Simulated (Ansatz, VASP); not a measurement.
## One calculation of C, two programs

```
C
1.0
     4.91674    0.00000    0.00000
    -2.45837    4.25802    0.00000
     0.00000    0.00000   28.33678
C
8
Direct
  0.49996 0.66654 0.77165
  0.49991 0.16670 0.77165
  0.00000 0.66667 0.77150
  0.00012 0.16676 0.77165
  0.66654 0.49996 0.77165
  0.66667 0.00000 0.77150
  0.16670 0.49991 0.77165
  0.16676 0.00012 0.77165
```

Alike in both runs: task single point; functional PBEsol; dispersion D3(BJ); k mesh 9 × 9 × 1; occupations gaussian, width 0.04 eV; no spin polarisation.

```csv
,VASP,Ansatz
version,VASP 6.6.1,Ansatz 0.2.0
potentials or method,"VASP PAW PBE potentials, release 64 (C), cutoff 520 eV","scalar-relativistic, plane waves, PAW"
valence electrons in the cell,32,32
```

|  | VASP | Ansatz | Ansatz less VASP |
| --- | --- | --- | --- |
| gap on the k mesh at the Fermi level (eV) | none | none | - |
| rms of the force components (eV/Å) | 0.029 | 0.029 | 0.0000 |

VASP's potentials were made for PBE, not for PBEsol, and Ansatz warns of the same on its side. Atom by atom the forces differ by 0.000 eV/Å (rms over components). A gap of «none» marks a metal or a gap that the smearing closes. Ansatz's warnings: xc potential rough in thin density.
